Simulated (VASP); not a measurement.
# Si2TeS3 (P6/mmm) in VASP: notebook

The runs below take Si2TeS3 through single point, with PBE.

Everything below comes from runs of VASP 6.6.1. Logs are shortened: lines on timing, memory, paths and dates and some standing lists are left out, and cuts for length are marked.

## (1) The cell of the first run

Symmetry: P6/mmm, No. 191, hexagonal system. Conventional cell: a = 5.258 Å, b = 5.258 Å, c = 4.792 Å, α = 90.00°, β = 90.00°, γ = 120.00°. Within 3.7 Å of Si (site symmetry -6m2) lie 6 S at 2.84 Å and 3 Si at 3.04 Å and 3 Te at 3.04 Å. Te (site symmetry 6/mmm) has 6 Si at 3.04 Å and 12 S at 3.56 Å within 4.0 Å. S (site symmetry mmm) has 4 S at 2.63 Å and 4 Si at 2.84 Å and 4 Te at 3.56 Å within 3.6 Å.

The cell was generated, and may not be a known phase.

## (2) Single point, PBE

INCAR

```
SYSTEM = Si2TeS3
PREC = Accurate
ENCUT = 520
EDIFF = 1E-6
ISMEAR = 0
SIGMA = 0.1
LREAL = .FALSE.
LASPH = .TRUE.
NELM = 80
ALGO = Normal
ISIF = 2
LWAVE = .FALSE.
LCHARG = .FALSE.
GGA = PE
NBANDS = 25
```

KPOINTS

```
Automatic mesh
0
G
  6 6 4
  0 0 0
```

POSCAR

```
Si2TeS3
1.0
    5.2576426545      0.0000000000      0.0000000000
   -2.6288213273      4.5532521028      0.0000000000
    0.0000000000      0.0000000000      4.7917114204
Si Te S
2 1 3
Direct
    0.3333333333      0.6666666667      0.0000000000
    0.6666666667      0.3333333333      0.0000000000
    0.0000000000      0.0000000000      0.0000000000
    0.5000000000      0.0000000000      0.5000000000
    0.0000000000      0.5000000000      0.5000000000
    0.5000000000      0.5000000000      0.5000000000
```

Potentials or basis: VASP PAW PBE potentials, release 64 (Si, Te, S).

The run is started by

```
cat potpaw_PBE.64/Si/POTCAR potpaw_PBE.64/Te/POTCAR potpaw_PBE.64/S/POTCAR > POTCAR
mpirun -np 1 vasp_std > vasp.out
```

OUTCAR:

```text
SYSTEM = Si2TeS3
   PREC = Accurate
   ENCUT = 520
   EDIFF = 1E-6
   ISMEAR = 0
   LREAL = .FALSE.
   LASPH = .TRUE.
   NELM = 80
   ISIF = 2
   GGA = PE

 ion  position               nearest neighbor table
   1  0.333  0.667  0.000-   5 2.84   5 2.84   4 2.84   4 2.84   6 2.84   6 2.84   2 3.04   2 3.04
                             3 3.04   3 3.04   3 3.04   2 3.04
   2  0.667  0.333  0.000-   5 2.84   5 2.84   4 2.84   4 2.84   6 2.84   6 2.84   1 3.04   1 3.04
                             3 3.04   3 3.04   3 3.04   1 3.04
   3  0.000  0.000  0.000-   1 3.04   2 3.04   2 3.04   1 3.04   2 3.04   1 3.04
   4  0.500  0.000  0.500-   5 2.63   5 2.63   6 2.63   6 2.63   1 2.84   2 2.84   1 2.84   2 2.84

   5  0.000  0.500  0.500-   4 2.63   4 2.63   6 2.63   6 2.63   1 2.84   2 2.84   1 2.84   2 2.84

   6  0.500  0.500  0.500-   5 2.63   5 2.63   4 2.63   4 2.63   1 2.84   2 2.84   1 2.84   2 2.84

  LATTYP: Found a hexagonal cell.
 ALAT       =     5.2576426545
 C/A-ratio  =     0.9113802012

  Lattice vectors:

 A1 = (   5.2576426545,   0.0000000000,   0.0000000000)
 A2 = (  -2.6288213273,   4.5532521028,   0.0000000000)
 A3 = (   0.0000000000,   0.0000000000,   4.7917114204)

Analysis of symmetry for initial positions (statically):
=====================================================================
 Subroutine PRICEL returns:
 Original cell was already a primitive cell.

 Routine SETGRP: Setting up the symmetry group for a
 hexagonal supercell.

 Subroutine GETGRP returns: Found 24 space group operations
 (whereof 24 operations were pure point group operations)
 out of a pool of 24 trial point group operations.

The static configuration has the point symmetry D_6h.

Analysis of symmetry for dynamics (positions and initial velocities):
=====================================================================
 Subroutine PRICEL returns:
 Original cell was already a primitive cell.

 Routine SETGRP: Setting up the symmetry group for a
 hexagonal supercell.

 Subroutine GETGRP returns: Found 24 space group operations
 (whereof 24 operations were pure point group operations)
 out of a pool of 24 trial point group operations.

The dynamic configuration has the point symmetry D_6h.

 Subroutine INISYM returns: Found 24 space group operations
 (whereof 24 operations are pure point group operations),
 and found     1 'primitive' translations

----------------------------------------------------------------------------------------

                                     Primitive cell

  volume of cell :     114.7106

  direct lattice vectors                    reciprocal lattice vectors
     5.257642654  0.000000000  0.000000000     0.190199309  0.109811622  0.000000000
    -2.628821327  4.553252103  0.000000000     0.000000000  0.219623245  0.000000000
     0.000000000  0.000000000  4.791711420     0.000000000  0.000000000  0.208693703

  length of vectors
     5.257642654  5.257642655  4.791711420     0.219623245  0.219623245  0.208693703

  position of ions in fractional coordinates (direct lattice)
     0.333333333  0.666666667  0.000000000
     0.666666667  0.333333333  0.000000000
     0.000000000  0.000000000  0.000000000
     0.500000000  0.000000000  0.500000000
     0.000000000  0.500000000  0.500000000
     0.500000000  0.500000000  0.500000000

  ion indices of the primitive-cell ions
   primitive index   ion index
                 1           1
                 2           2
                 3           3
                 4           4
                 5           5
                 6           6

----------------------------------------------------------------------------------------

 KPOINTS: Automatic mesh

Automatic generation of k-mesh.
 Grid dimensions read from file:
 generate k-points for:    6    6    4

 Generating k-lattice:

  Cartesian coordinates                     Fractional coordinates (reciprocal lattice)
     0.031699885  0.018301937  0.000000000     0.166666667  0.000000000  0.000000000
     0.000000000  0.036603874  0.000000000     0.000000000  0.166666667  0.000000000
     0.000000000  0.000000000  0.052173426     0.000000000  0.000000000  0.250000000

  Length of vectors
     0.036603874  0.036603874  0.052173426

  Shift w.r.t. Gamma in fractional coordinates (k-lattice)
     0.000000000  0.000000000  0.000000000

 Subroutine IBZKPT returns following result:
 ===========================================

 Found     21 irreducible k-points:

 Following reciprocal coordinates:
            Coordinates               Weight
  0.000000  0.000000  0.000000      1.000000
  0.166667  0.000000  0.000000      6.000000
  0.333333  0.000000  0.000000      6.000000
  0.500000  0.000000  0.000000      3.000000
  0.166667  0.166667  0.000000      6.000000
  0.333333  0.166667  0.000000     12.000000
[... 13 lines left out ...]
  0.333333  0.166667  0.500000     12.000000
  0.333333  0.333333  0.500000      2.000000
   k-points           NKPTS =     21   k-points in BZ     NKDIM =     21   number of bands    NBANDS=     25
   number of dos      NEDOS =    301   number of ions     NIONS =      6
   total plane-waves  NPLWV =  57600
   dimension x,y,z NGX =    40 NGY =   40 NGZ =   36
   dimension x,y,z NGXF=    80 NGYF=   80 NGZF=   72
   ions per type =               2   1   3
   NGX,Y,Z   is equivalent  to a cutoff of  12.65, 12.65, 12.49 a.u.
   NGXF,Y,Z  is equivalent  to a cutoff of  25.30, 25.30, 24.98 a.u.
 SYSTEM =  Si2TeS3
   PREC   = accura    normal or accurate (medium, high low for compatibility)
   ISTART =      0    job   : 0-new  1-cont  2-samecut
   ICHARG =      2    charge: 1-file 2-atom 10-const
   ISPIN  =      1    spin polarized calculation?
   LNONCOLLINEAR =      F non collinear calculations
   LSORBIT =      F    spin-orbit coupling
   LASPH  =      T    aspherical Exc in radial PAW
   ENCUT  =  520.0 eV  38.22 Ry    6.18 a.u.   9.78  9.78  8.91*2*pi/ulx,y,z
   NELM   =     80;   NELMIN=  2; NELMDL= -5     # of ELM steps
   EDIFF  = 0.1E-05   stopping-criterion for ELM
   LREAL  =      F    real-space projection
   EDIFFG = 0.1E-04   stopping-criterion for IOM
   NSW    =      0    number of steps for IOM
   IBRION =     -1    ionic relax: 0-MD 1-quasi-New 2-CG
   NFREE  =      0    steps in history (QN), initial steepest desc. (CG)
   ISIF   =      2    stress and relaxation
   ISYM   =      2    0-nonsym 1-usesym 2-fastsym
   POTIM  = 0.5000    time-step for ionic-motion
   TEBEG  =    0.0;   TEEND  =   0.0 temperature during run
   PSTRESS=    0.0 pullay stress
   NELECT =      32.0000    total number of electrons
   NUPDOWN=      -1.0000    fix difference up-down
   EMIN   =  10.00;   EMAX   =-10.00  energy-range for DOS
   EFERMI =   0.00;   METHOD = LEGACY
   ISMEAR =     0;   SIGMA  =   0.10  broadening in eV -4-tet -1-fermi 0-gaus
   EFERMI_NEDOS =   21; number of points for ismear=-14 and -15
   IALGO  =     38    algorithm
   IMIX   =      4    mixing-type and parameters
     AMIX     =   0.40;   BMIX     =  1.00
     AMIX_MAG =   1.60;   BMIX_MAG =  1.00
  volume/ion in A,a.u.               =      19.12       129.02
  Fermi-wavevector in a.u.,A,eV,Ry     =   1.069688  2.021417 15.568220  1.144232
  Thomas-Fermi vector in A             =   2.205375
   LORBIT       =      0    0 simple, 1 ext, 2 COOP (PROOUT), +10 PAW based schemes
   GGA     = PE    functional components
   LHFCALC =     F    Hartree Fock is set to
   AEXX    =    0.0000 exact exchange contribution
   IVDW    =     0    specifies the selected vdW correction
   LEPSILON=     F    determine dielectric tensor
   LRPA    =     F    only Hartree local field effects (RPA)
 non-spin polarized calculation
 Gauss-broadening in eV      SIGMA  =   0.10
  energy-cutoff  :      520.00
  volume of cell :      114.71
 maximum number of plane-waves:      3137
 NGX is ok and might be reduce to    40
   NGX = 19   NGY = 19   NGZ = 17

 number of electron      32.0000001 magnetization

 Free energy of the ion-electron system (eV)
  ---------------------------------------------------
  ext. energy  EPLUGINS =         0.00000000
  ---------------------------------------------------
  free energy    TOTEN  =       -22.28955599 eV

  energy without entropy =      -22.26533280  energy(sigma->0) =      -22.27744439

 E-fermi :   7.1804     XC(G=0): -10.4137

 val. band max:        7.1767858308   @ k =   0.5000   0.0000   0.2500
 cond. band min:       7.2064182692   @ k =   0.0000   0.0000   0.0000
 fundamental gap:      0.0296324384
 Fermi energy:         7.1804335847

 k-point     1 :       0.0000    0.0000    0.0000
  band No.  band energies     occupation
      1      -8.4443      2.00000
      2      -4.2949      2.00000
      3      -4.2949      2.00000
      4      -3.9038      2.00000
      5      -1.1658      2.00000
      6       0.6040      2.00000
[... 17 lines left out ...]
     24      12.0389      0.00000
     25      13.4415      0.00000

 k-point     2 :       0.1667    0.0000    0.0000
  band No.  band energies     occupation
      1      -8.2949      2.00000
      2      -4.8774      2.00000
      3      -4.3449      2.00000
      4      -3.8537      2.00000
      5      -0.5374      2.00000
      6       0.3528      2.00000
[... 17 lines left out ...]
     24      12.4871      0.00000
     25      12.7957      0.00000

 k-point     3 :       0.3333    0.0000    0.0000
  band No.  band energies     occupation
      1      -7.8730      2.00000
      2      -5.8935      2.00000
      3      -4.4393      2.00000
      4      -3.7385      2.00000
      5      -0.1876      2.00000
      6       0.3961      2.00000
[... 17 lines left out ...]
     24      12.4243      0.00000
     25      13.3228      0.00000

 k-point     4 :       0.5000    0.0000    0.0000
  band No.  band energies     occupation
      1      -7.4619      2.00000
      2      -6.5348      2.00000
      3      -4.4840      2.00000
      4      -3.6772      2.00000
      5      -0.3104      2.00000
      6       0.5373      2.00000
[... 17 lines left out ...]
     24      11.9484      0.00000
     25      13.8206      0.00000

 k-point     5 :       0.1667    0.1667    0.0000
  band No.  band energies     occupation
      1      -8.0057      2.00000
      2      -5.5803      2.00000
      3      -4.5748      2.00000
      4      -3.6585      2.00000
      5      -0.0093      2.00000
      6       0.2313      2.00000
[... 17 lines left out ...]
     24      12.8807      0.00000
     25      13.0644      0.00000

 k-point     6 :       0.3333    0.1667    0.0000
  band No.  band energies     occupation
      1      -7.4982      2.00000
      2      -6.4102      2.00000
      3      -4.7864      2.00000
      4      -3.4460      2.00000
      5      -0.1710      2.00000
      6       0.6418      2.00000
[... 17 lines left out ...]
     24      11.8592      0.00000
     25      14.1476      0.00000
[... 309 lines left out ...]
 k-point    18 :       0.5000    0.0000    0.5000
  band No.  band energies     occupation
      1      -7.1983      2.00000
      2      -6.1900      2.00000
      3      -4.3357      2.00000
      4      -4.0281      2.00000
      5      -2.3897      2.00000
      6      -0.1965      2.00000
[... 17 lines left out ...]
     24      10.7820      0.00000
     25      13.3582      0.00000

 k-point    19 :       0.1667    0.1667    0.5000
  band No.  band energies     occupation
      1      -7.6679      2.00000
      2      -5.3735      2.00000
      3      -4.5288      2.00000
      4      -4.3058      2.00000
      5      -1.4055      2.00000
      6      -0.1713      2.00000
[... 17 lines left out ...]
     24      12.3391      0.00000
     25      13.8460      0.00000

 k-point    20 :       0.3333    0.1667    0.5000
  band No.  band energies     occupation
      1      -7.2127      2.00000
      2      -6.1449      2.00000
      3      -4.3970      2.00000
      4      -4.0650      2.00000
      5      -2.0993      2.00000
      6      -0.8836      2.00000
[... 17 lines left out ...]
     24      11.2353      0.00000
     25      14.0897      0.00000

 k-point    21 :       0.3333    0.3333    0.5000
  band No.  band energies     occupation
      1      -6.7133      2.00000
      2      -6.7133      2.00000
      3      -4.4750      2.00000
      4      -3.8610      2.00000
      5      -1.8245      2.00000
      6      -1.8245      2.00000
[... 17 lines left out ...]
     24      11.0054      0.00000
     25      13.8144      0.00000

------------------------ aborting loop because EDIFF is reached ----------------------------------------

  FORCE on cell =-STRESS in cart. coord.  units (eV):
  Direction    XX          YY          ZZ          XY          YZ          ZX
  --------------------------------------------------------------------------------------
  -------------------------------------------------------------------------------------
  Total        0.0281322      0.0281322     -0.1172511     -0.0000000     -0.0000000     -0.0000000
  in kB        0.3929258      0.3929258     -1.6376620     -0.0000000     -0.0000000     -0.0000000
  external PRESSURE =      -0.2839368 kB  Pullay stress =       0.0000000 kB

 VOLUME and BASIS-vectors are now :
 -----------------------------------------------------------------------------
  energy-cutoff  :      520.00
  volume of cell :      114.71
      direct lattice vectors                 reciprocal lattice vectors
     5.257642654  0.000000000  0.000000000     0.190199309  0.109811622  0.000000000
    -2.628821327  4.553252103  0.000000000     0.000000000  0.219623245  0.000000000
     0.000000000  0.000000000  4.791711420     0.000000000  0.000000000  0.208693703

 POSITION                                       TOTAL-FORCE (eV/Angst)
 -----------------------------------------------------------------------------------
     -0.00000      3.03550      0.00000         0.000000      0.000000      0.000000
      2.62882      1.51775      0.00000        -0.000000      0.000000      0.000000
      0.00000      0.00000      0.00000        -0.000000      0.000000      0.000000
      2.62882      0.00000      2.39586        -0.000000      0.000000      0.000000
     -1.31441      2.27663      2.39586        -0.000000      0.000000      0.000000
      1.31441      2.27663      2.39586        -0.000000      0.000000      0.000000
 -----------------------------------------------------------------------------------
    total drift:                               -0.000000      0.000000     -0.000000

  FREE ENERGIE OF THE ION-ELECTRON SYSTEM (eV)
  ---------------------------------------------------
  free  energy   TOTEN  =       -22.2895559881 eV

  energy  without entropy=      -22.2653327970  energy(sigma->0) =      -22.27744439
```

It took 82 s on 1 thread of Intel Xeon 8259CL, shared host; peak memory 0.26 GiB.

Results:

| Item | Value |
| --- | --- |
| Free energy | -22.2896 eV |
| Pressure | 0.0 GPa |
| Band gap on the k mesh | zero (bands 16 and 17 overlap by 1.41 eV) |

Levels at points of the mesh, in eV from the Fermi level:
```csv
k point,band 14,band 15,band 16,band 17,band 18,band 19
"(0.00, 0.00, 0.00)",-1.86,-1.59,-1.59,-0.10,0.03,1.95
"(0.50, 0.00, 0.00)",-2.13,-1.71,-0.82,0.63,1.37,2.32
"(0.00, 0.00, 0.50)",-1.77,-1.05,1.00,1.99,2.27,2.27
"(0.50, 0.00, 0.50)",-1.04,-0.77,0.18,0.28,1.48,1.64
```

Caveat: spin-orbit coupling is left out, which moves the levels of the heavy elements.

## (3) Single point, PBE

This run uses another cell than the first one, of 22.00 Å³/atom.

INCAR

```
PREC     = Accurate       # precision mode
ENCUT    = 520            # plane-wave cutoff, eV
EDIFF    = 1E-7           # SCF threshold, eV
ISMEAR   = 0              # smearing method
SIGMA    = 0.1            # smearing width, eV
LREAL    = F              # projectors in reciprocal space
LASPH    = T              # aspherical terms in the spheres
NELM     = 80             # most SCF steps
ALGO     = Normal         # electronic algorithm
ISIF     = 2              # what is computed and relaxed
LWAVE    = F              # write WAVECAR
LCHARG   = F              # write CHGCAR
GGA      = PE             # functional
NBANDS   = 25             # bands
```

KPOINTS

```
Automatic mesh
0
Gamma
  6 6 4
```

POSCAR

```
Si2TeS3
1.0
    5.7233880800      0.0000000000      0.0000000000
   -2.8616940400      4.9565994700      0.0000000000
    0.0000000000      0.0000000000      4.6535164400
Si Te S
2 1 3
Direct
    0.3333333300      0.6666666700      0.0000000000
    0.6666666700      0.3333333300      0.0000000000
    0.0000000000      0.0000000000      0.0000000000
    0.5000000000      0.0000000000      0.5000000000
    0.0000000000      0.5000000000      0.5000000000
    0.5000000000      0.5000000000      0.5000000000
```

Potentials or basis: VASP PAW PBE potentials, release 64 (Si, Te, S).

The run is started by

```
cat potpaw_PBE.64/Si/POTCAR potpaw_PBE.64/Te/POTCAR potpaw_PBE.64/S/POTCAR > POTCAR
mpirun -np 1 vasp_std > vasp.out
```

Wall time 1.9 min (1 thread of Intel Xeon 8259CL, shared host); peak memory 0.3 GiB.

It converged, with:

```
Free energy            : -21.7241 eV
Pressure               : -6.9 GPa
Band gap on the k mesh : zero (bands 16 and 17 overlap by 1.33 eV)
```

Stress tensor (GPa, compression positive):
```
-7.87  0.00  0.00
 0.00 -7.87  0.00
 0.00  0.00 -4.88
```

Levels at points of the mesh, in eV from the Fermi level:
```tsv
k point	band 14	band 15	band 16	band 17	band 18	band 19
(0.00, 0.00, 0.00)	-0.88	-0.84	-0.84	0.00	0.16	0.79
(0.50, 0.00, 0.00)	-2.19	-1.25	-0.36	0.09	1.11	1.16
(0.00, 0.00, 0.50)	-1.38	-0.01	0.84	1.38	1.38	1.66
(0.50, 0.00, 0.50)	-0.72	-0.53	-0.23	0.24	1.25	1.82
```

Caveat: the cell stands under tension; spin-orbit coupling is left out, which moves the levels of the heavy elements.

(Continued in part 2 of 2.)

The gap in the log of VASP goes by the Fermi energy; the results here count the filled bands.